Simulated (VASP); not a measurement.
# SnO: single point with PBE+D3(BJ)

System: SnO, a slab with vacuum.

```
CELL_PARAMETERS angstrom
3.82016 0.00000 0.00000
0.00000 3.82016 0.00000
0.00000 0.00000 22.22608
ATOMIC_POSITIONS crystal
Sn 0.75000 0.25000 0.20246
Sn 0.25000 0.75000 0.30878
Sn 0.50000 0.00000 0.47975
Sn 0.00000 0.50000 0.58607
O 0.25000 0.25000 0.25562
O 0.75000 0.75000 0.25562
O 0.00000 0.00000 0.53291
O 0.50000 0.50000 0.53291
```

This cell differs from its parent crystal: layers slid over each other.

* Program: VASP 6.6.1
* Task: single point
* Functional: PBE
* Dispersion: D3(BJ)
* Potentials or basis: VASP PAW PBE potentials, release 64 (Sn_d, O_h)
* Cutoff: 1000 eV
* k mesh: 7 × 7 × 1
* Occupations: gaussian, width 0.05 eV
* Spin: no spin polarisation

| Quantity | Value |
| --- | --- |
| Largest force | 0.089 eV/Å |
| Band gap on the k mesh | 2.31 eV (least direct gap 2.48 eV) |
| Dispersion energy per atom | -0.159 eV |

Forces on the atoms (eV/Å):
```
Sn  -0.009 -0.009 -0.067
Sn  -0.052 -0.052  0.050
Sn   0.052  0.052 -0.050
Sn   0.009  0.009  0.067
O    0.018 -0.047  0.008
O   -0.047  0.018  0.008
O    0.047 -0.018 -0.008
O   -0.018  0.047 -0.008
```

Levels at points of the mesh, in eV from the valence-band top:
```
           k point  band 37  band 38  band 39  band 40  band 41  band 42  band 43  band 44
(0.00, 0.00, 0.00)    -2.06    -2.06    -0.81    -0.04     2.44     2.75     2.75     3.94
```

Wall time 30 min on 1 thread of Intel(R) Xeon(R) Platinum 8488C (Sapphire Rapids), on a shared host, peak memory 1 GiB.

Caveat: the cell differs from its parent crystal (layers slid over each other); spin-orbit coupling is left out, which moves the levels of the heavy elements.
